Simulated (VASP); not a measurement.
# Ti6C in VASP: relaxation of the atoms with PBE

Aim: the relaxation of the atoms of Ti6C with PBE.

All numbers are computed with VASP 6.6.1; they aren't measurements. Logs are shortened: lines on timing, memory, paths and dates and some standing lists are left out, and cuts for length are marked.

## Step 1: The cell of the first run

The cell holds a slab with vacuum, 7 atoms: a = 4.604 Å, b = 4.604 Å, c = 19.997 Å, α = 90.00°, β = 90.00°, γ = 120.00°.

## Step 2: Relaxation of the atoms, PBE

Input file INCAR:

```
PREC = Accurate
ENCUT = 520
EDIFF = 1E-7
ISMEAR = 0
SIGMA = 0.1
LREAL = False
LASPH = True
NELM = 100
ALGO = Normal
ISIF = 2
LWAVE = False
LCHARG = False
LDIPOL = True
IDIPOL = 3
DIPOL = 0.5 0.5 0.340
GGA = PE
IBRION = 2
NSW = 36
EDIFFG = -0.025
KPAR = 4
```

Input file KPOINTS:

```
Automatic mesh
0
Gamma
  6 6 1
```

Input file POSCAR:

```
Ti6C
1.0
    4.6037402166      0.0000000000      0.0000000000
   -2.3018701083      3.9869559800      0.0000000000
    0.0000000000      0.0000000000     19.9968207969
Ti C
6 1
Selective dynamics
Direct
    0.6666666667      0.3333333333      0.2000317971  F F F
    0.3333333333      0.6666666667      0.2470259940  F F F
    0.0000000000      0.0000000000      0.2940201911  F F F
    0.6666666667      0.3333333333      0.3353091166  F F F
    0.3333333333      0.6666666667      0.3717707096  F F F
    0.0000000000      0.0000000000      0.4249085834  F F F
    0.1111111111      0.2222222222      0.5099220971  F F T
```

Potentials or basis: VASP PAW PBE potentials, release 64 (Ti_sv, C).

The run is started by

```
cat potpaw_PBE.64/Ti_sv/POTCAR potpaw_PBE.64/C/POTCAR > POTCAR
mpirun -np 4 vasp_std > vasp.out
```

OUTCAR:

```text
PREC = Accurate
   ENCUT = 520
   EDIFF = 1E-7
   ISMEAR = 0
   LREAL = False
   LASPH = True
   NELM = 100
   ISIF = 2
   GGA = PE
   IBRION = 2
   NSW = 36
   EDIFFG = -0.025

 ion  position               nearest neighbor table
   1  0.667  0.333  0.200-   4 2.71   2 2.82   2 2.82   2 2.82
   2  0.333  0.667  0.247-   5 2.49   1 2.82   1 2.82   1 2.82   3 2.82   3 2.82   3 2.82
   3  0.000  0.000  0.294-   6 2.62   4 2.78   4 2.78   4 2.78   2 2.82   2 2.82   2 2.82
   4  0.667  0.333  0.335-   1 2.71   5 2.76   5 2.76   5 2.76   3 2.78   3 2.78   3 2.78
   5  0.333  0.667  0.372-   2 2.49   4 2.76   4 2.76   4 2.76   6 2.86   6 2.86   6 2.86
   6  0.000  0.000  0.425-   7 1.92   3 2.62   5 2.86   5 2.86   5 2.86
   7  0.111  0.222  0.510-   6 1.92

  LATTYP: Found a hexagonal cell.
 ALAT       =     4.6037402166
 C/A-ratio  =     4.3436032131

  Lattice vectors:

 A1 = (   4.6037402166,   0.0000000000,   0.0000000000)
 A2 = (  -2.3018701083,   3.9869559800,   0.0000000000)
 A3 = (   0.0000000000,   0.0000000000,  19.9968207969)

Analysis of symmetry for initial positions (statically):
=====================================================================
 Subroutine PRICEL returns:
 Original cell was already a primitive cell.

 Routine SETGRP: Setting up the symmetry group for a
 hexagonal supercell.

 Subroutine GETGRP returns: Found  2 space group operations
 (whereof  2 operations were pure point group operations)
 out of a pool of 24 trial point group operations.

The static configuration has the point symmetry C_1h.

Analysis of symmetry for dynamics (positions and initial velocities):
=====================================================================
 Subroutine PRICEL returns:
 Original cell was already a primitive cell.

 Routine SETGRP: Setting up the symmetry group for a
 hexagonal supercell.

 Subroutine GETGRP returns: Found  2 space group operations
 (whereof  2 operations were pure point group operations)
 out of a pool of 24 trial point group operations.

The dynamic configuration has the point symmetry C_1h.

Analysis of constrained symmetry for selective dynamics:
=====================================================================
 Subroutine PRICEL returns:
 Original cell was already a primitive cell.

 Routine SETGRP: Setting up the symmetry group for a
 hexagonal supercell.

[... 115 lines left out ...]
   EMIN   =  10.00;   EMAX   =-10.00  energy-range for DOS
   EFERMI =   0.00;   METHOD = LEGACY
   ISMEAR =     0;   SIGMA  =   0.10  broadening in eV -4-tet -1-fermi 0-gaus
   EFERMI_NEDOS =   21; number of points for ismear=-14 and -15
   IALGO  =     38    algorithm
   IMIX   =      4    mixing-type and parameters
     AMIX     =   0.40;   BMIX     =  1.00
     AMIX_MAG =   1.60;   BMIX_MAG =  1.00
  volume/ion in A,a.u.               =      52.43       353.84
  Fermi-wavevector in a.u.,A,eV,Ry     =   0.968519  1.830236 12.762669  0.938030
  Thomas-Fermi vector in A             =   2.098495
   LORBIT       =      0    0 simple, 1 ext, 2 COOP (PROOUT), +10 PAW based schemes
   GGA     = PE    functional components
   LHFCALC =     F    Hartree Fock is set to
   AEXX    =    0.0000 exact exchange contribution
   IVDW    =     0    specifies the selected vdW correction
   LEPSILON=     F    determine dielectric tensor
   LRPA    =     F    only Hartree local field effects (RPA)
 conjugate gradient relaxation of ions
 non-spin polarized calculation
 Gauss-broadening in eV      SIGMA  =   0.10
  energy-cutoff  :      520.00
  volume of cell :      367.04
 maximum number of plane-waves:      9981
 NGX is ok and might be reduce to    36
   NGX = 17   NGY = 17   NGZ = 75

--------------------------------------- Ionic step        1  -------------------------------------------

 number of electron      75.9999981 magnetization

 Free energy of the ion-electron system (eV)
  ---------------------------------------------------
  ext. energy  EPLUGINS =         0.00000000
  ---------------------------------------------------
  free energy    TOTEN  =       -46.52319510 eV

  energy without entropy =      -46.45108954  energy(sigma->0) =      -46.48714232

------------------------ aborting loop because EDIFF is reached ----------------------------------------

  FORCE on cell =-STRESS in cart. coord.  units (eV):
  Direction    XX          YY          ZZ          XY          YZ          ZX
  --------------------------------------------------------------------------------------
  -------------------------------------------------------------------------------------
  Total       -1.6215359     -3.2344172     -4.0310353      0.0000000      1.0599792      0.0000000
  in kB       -7.0782180    -14.1186580    -17.5960012      0.0000000      4.6269489      0.0000000
  external PRESSURE =     -12.9309591 kB  Pullay stress =       0.0000000 kB
[... 110 lines left out ...]
--------------------------------------- Ionic step        4  -------------------------------------------

 number of electron      75.9999981 magnetization

 dipolmoment           0.000000      0.000000      0.294610 electrons x Angstroem

 Free energy of the ion-electron system (eV)
  ---------------------------------------------------
  ext. energy  EPLUGINS =         0.00000000
  ---------------------------------------------------
  free energy    TOTEN  =       -46.76625909 eV

  energy without entropy =      -46.70440548  energy(sigma->0) =      -46.73533229

 E-fermi :  -0.8570     XC(G=0):  -4.5944

 val. band max:       -0.8876402420   @ k =   0.5000   0.3333   0.0000
 cond. band min:      -0.8550139514   @ k =   0.0000   0.0000   0.0000
 fundamental gap:      0.0326262906
 Fermi energy:        -0.8570260932

 k-point     1 :       0.0000    0.0000    0.0000
  band No.  band energies     occupation
      1     -57.9748      2.00000
      2     -57.4704      2.00000
      3     -57.3606      2.00000
      4     -57.3070      2.00000
      5     -57.1707      2.00000
      6     -56.8654      2.00000
[... 613 lines left out ...]
     44      -0.2241      0.00000
     45       0.0177      0.00000

------------------------ aborting loop because EDIFF is reached ----------------------------------------

 vacuum level on the upper side and lower side of the slab       (xc-potential included)         1.288        -1.574

  FORCE on cell =-STRESS in cart. coord.  units (eV):
  Direction    XX          YY          ZZ          XY          YZ          ZX
  --------------------------------------------------------------------------------------
  -------------------------------------------------------------------------------------
  Total       -1.0482262     -1.8545205     -0.2663904      0.0000000      3.2737914      0.0000000
  in kB       -4.5756456     -8.0952268     -1.1628293      0.0000000     14.2905315      0.0000000
  external PRESSURE =      -4.6112339 kB  Pullay stress =       0.0000000 kB
[... 22 lines left out ...]
  FREE ENERGIE OF THE ION-ELECTRON SYSTEM (eV)
  ---------------------------------------------------
  free  energy   TOTEN  =       -46.7662590927 eV

  energy  without entropy=      -46.7044054848  energy(sigma->0) =      -46.73533229

 reached required accuracy - stopping structural energy minimisation

 vacuum level on the upper side and lower side of the slab         5.305         2.360
```

CONTCAR:

```text
Ti6C
   1.00000000000000
     4.6037402166000003    0.0000000000000000    0.0000000000000000
    -2.3018701083000002    3.9869559799999998    0.0000000000000000
     0.0000000000000000    0.0000000000000000   19.9968207968999998
  Ti              C
     6     1
Selective dynamics
Direct
     0.6666666667000030    0.3333333332999970    0.2000317971000030   F   F   F
     0.3333333332999970    0.6666666667000030    0.2470259939999977   F   F   F
     0.0000000000000000    0.0000000000000000    0.2940201911000031   F   F   F
     0.6666666667000030    0.3333333332999970    0.3353091166000013   F   F   F
     0.3333333332999970    0.6666666667000030    0.3717707095999998   F   F   F
     0.0000000000000000    0.0000000000000000    0.4249085833999970   F   F   F
     0.1111111111000014    0.2222222222000028    0.4996918700279894   F   F   T

  0.00000000E+00  0.00000000E+00  0.00000000E+00
  0.00000000E+00  0.00000000E+00  0.00000000E+00
  0.00000000E+00  0.00000000E+00  0.00000000E+00
  0.00000000E+00  0.00000000E+00  0.00000000E+00
  0.00000000E+00  0.00000000E+00  0.00000000E+00
  0.00000000E+00  0.00000000E+00  0.00000000E+00
  0.00000000E+00  0.00000000E+00  0.00000000E+00
```

It took 11 min on 4 MPI ranks of AMD EPYC 7R43 (Zen 3), shared host; peak memory 0.6 GiB.

Results:

| Property | Result |
| --- | --- |
| Free energy | -46.7663 eV |
| Energy gained by relaxing | 34.7 meV/atom |
| Ionic steps | 4 |
| Band gap on the k mesh | zero (bands 38 and 39 overlap by 0.19 eV) |

The path:
| step | energy change (eV) | largest force on free atoms (eV/Å) | pressure (GPa) |
| --- | --- | --- | --- |
| 1 | 0.0000 | 2.0518 | -1.29 |
| 2 | -0.1686 | 1.2954 | -0.95 |
| 3 | -0.2428 | 0.0877 | -0.42 |
| 4 | -0.2431 | 0.0199 | -0.46 |

Final structure:
```
Ti C
1.0
     4.60374    0.00000    0.00000
    -2.30187    3.98696    0.00000
     0.00000    0.00000   19.99682
Ti C
6 1
Direct
  0.66667 0.33333 0.20003
  0.33333 0.66667 0.24703
  0.00000 0.00000 0.29402
  0.66667 0.33333 0.33531
  0.33333 0.66667 0.37177
  0.00000 0.00000 0.42491
  0.11111 0.22222 0.49969
```

The gap in the log of VASP goes by the Fermi energy; the results here count the filled bands.